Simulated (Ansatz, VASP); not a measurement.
**AlGa3N4 in VASP and in Ansatz**

```
CELL_PARAMETERS angstrom
4.13044 0.00000 0.00000
0.00000 4.80025 0.00000
0.00000 0.00000 4.46534
ATOMIC_POSITIONS crystal
Al 0.00000 0.00000 0.00000
Ga 0.50000 0.50000 0.00000
Ga 0.50000 0.00000 0.50000
Ga 0.00000 0.50000 0.50000
N 0.75535 0.75535 0.24465
N 0.75535 0.24465 0.75535
N 0.24465 0.75535 0.75535
N 0.24465 0.24465 0.24465
```

Change from the starting cell: strain -0.0750 x Voigt [1, -1, 0, 0, 0, 0], atoms carried along.

Alike in both runs: task single point; functional r2SCAN; k mesh 6 × 6 × 6; occupations gaussian, width 0.05 eV; no spin polarisation.

```csv
,VASP,Ansatz
version,VASP 6.6.1,Ansatz 0.2.0
potentials or method,"VASP PAW PBE potentials, release 64 (Al, Ga_d, N), cutoff 520 eV","scalar-relativistic, plane waves, PAW"
valence electrons in the cell,62,62
```

```tsv
	VASP	Ansatz	Ansatz less VASP
gap on the k mesh at the Fermi level (eV)	2.49	2.49	-0.001
least direct gap on the mesh (eV)	2.49	2.49	-0.001
pressure (GPa)	0.6	-0.1	-0.70
traceless stress, the component that is largest in VASP (GPa)	-12.25	-12.28	-0.034
rms of the force components (eV/Å)	0.059	0.051	-0.0074
```

VASP's potentials were made for PBE, not for r2SCAN. Atom by atom the forces differ by 0.033 eV/Å (rms over components).
